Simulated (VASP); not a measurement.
## SiC: single point with LDA

Crystal: SiC.

```
Si C
1.0
     3.05843    0.00000    0.00000
    -1.52921    2.64867    0.00000
     0.00000    0.00000   10.01210
Si C
4 4
Direct
  0.00000 0.00000 0.18790
  0.00000 0.00000 0.68790
  0.33333 0.66667 0.43784
  0.66667 0.33333 0.93784
  0.00000 0.00000 0.00045
  0.00000 0.00000 0.50045
  0.33333 0.66667 0.24981
  0.66667 0.33333 0.74981
```

```
Program             : VASP 6.6.1
Task                : single point
Functional          : LDA
Potentials or basis : VASP PAW LDA potentials, release 64 (Si, C)
Cutoff              : 520 eV
k mesh              : 10 × 10 × 3
Occupations         : fermi-dirac, width 0.05 eV
Spin                : no spin polarisation
```

```yaml
Pressure: 0.4 GPa
Band_gap_on_the_k_mesh: 2.17 eV (least direct gap 3.30 eV)
```

Levels at points of the mesh, in eV from the valence-band top:
| k point | band 12 | band 13 | band 14 | band 15 | band 16 | band 17 | band 18 | band 19 | band 20 | band 21 |
| --- | --- | --- | --- | --- | --- | --- | --- | --- | --- | --- |
| (0.00, 0.00, 0.00) | -0.59 | -0.59 | -0.05 | 0.00 | 0.00 | 5.22 | 5.79 | 6.43 | 6.56 | 6.98 |
| (0.50, 0.00, 0.00) | -2.42 | -2.39 | -2.24 | -1.60 | -1.13 | 2.17 | 2.30 | 4.18 | 4.78 | 5.27 |

Wall time 38 s on 1 thread of Intel Xeon 8259CL (shared host), peak memory 0.19 GiB.

Caveat: an odd mesh through Γ misses points on the zone boundary, where band edges can lie.
